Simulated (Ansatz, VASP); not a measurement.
Two plane-wave programs on Mo

INCAR

```
SYSTEM = Mo
ALGO     = Normal         ! electronic algorithm
EDIFF    = 1E-6           ! SCF threshold, eV
ENCUT    = 520            ! plane-wave cutoff, eV
GGA      = RP             ! functional
ISIF     = 2              ! what is computed and relaxed
ISMEAR   = -1             ! smearing method
LASPH    = .True.         ! aspherical terms in the spheres
LCHARG   = .True.         ! write CHGCAR
LELF     = .True.         ! ELF
LREAL    = .False.        ! projectors in reciprocal space
LVHAR    = .True.       
LWAVE    = .False.        ! write WAVECAR
NBANDS   = 36             ! bands
NELM     = 60             ! most SCF steps
PREC     = Accurate       ! precision mode
SIGMA    = 0.1            ! smearing width, eV
```

Contents of KPOINTS:

```
k-points
0
Gamma
  15 15 4
  0 0 0
```

POSCAR

```
Mo
1.0
    2.7852403611      0.0000000000      0.0000000000
   -1.3926201805      2.4120889083      0.0000000000
    0.0000000000      0.0000000000      9.7145897813
Mo
4
Direct
    1.0000000000      1.0000000000      0.0000000000
    1.0000000000      1.0000000000      0.5000000000
    0.3333333333      0.6666666667      0.2500000000
    0.6666666667      0.3333333333      0.7500000000
```

Input for Ansatz:

```yaml
crystal:
  lattice:
    - [2.7852403611, 0.0, 0.0]
    - [-1.3926201805, 2.4120889083, 0.0]
    - [0.0, 0.0, 9.7145897813]
  atoms:
    - { symbol: Mo, position: [1.0, 1.0, 0.0] }
    - { symbol: Mo, position: [1.0, 1.0, 0.5] }
    - { symbol: Mo, position: [0.3333333333, 0.6666666667, 0.25] }
    - { symbol: Mo, position: [0.6666666667, 0.3333333333, 0.75] }
hamiltonian:
  xc: rpbe
  pseudopotentials:
    kind: paw
    azcp:
      Mo: "pseudopotentials/Mo.paw.azcp"
basis:
  ecutwfc: 420
  fft_grid_basis: typed
kpoints:
  mp_grid: { grid: [15, 15, 4], shift: [0, 0, 0] }
magnetization:
  spin_polarized: false
scf:
  occupations: { method: fermi_dirac, width: 0.1 }
  lower_state_search: "off"
output:
  stress: true
```

Alike in both runs: task single point; functional RPBE; k mesh 15 × 15 × 4; occupations fermi-dirac, width 0.1 eV; no spin polarisation.

|  | VASP | Ansatz |
| --- | --- | --- |
| version | VASP 6.6.1 | Ansatz 0.2.0 |
| potentials or method | VASP PAW PBE potentials, release 64 (Mo_sv), cutoff 520 eV | plane waves (420 eV) with PAW, scalar-relativistic |
| valence electrons in the cell | 56 | 56 |

|  | VASP | Ansatz | Ansatz less VASP |
| --- | --- | --- | --- |
| pressure (GPa) | 0.4 | 0.0 | -0.43 |
| traceless stress, the component that is largest in VASP (GPa) | -0.22 | -0.15 | +0.067 |

VASP's potentials were made for PBE, not for RPBE.
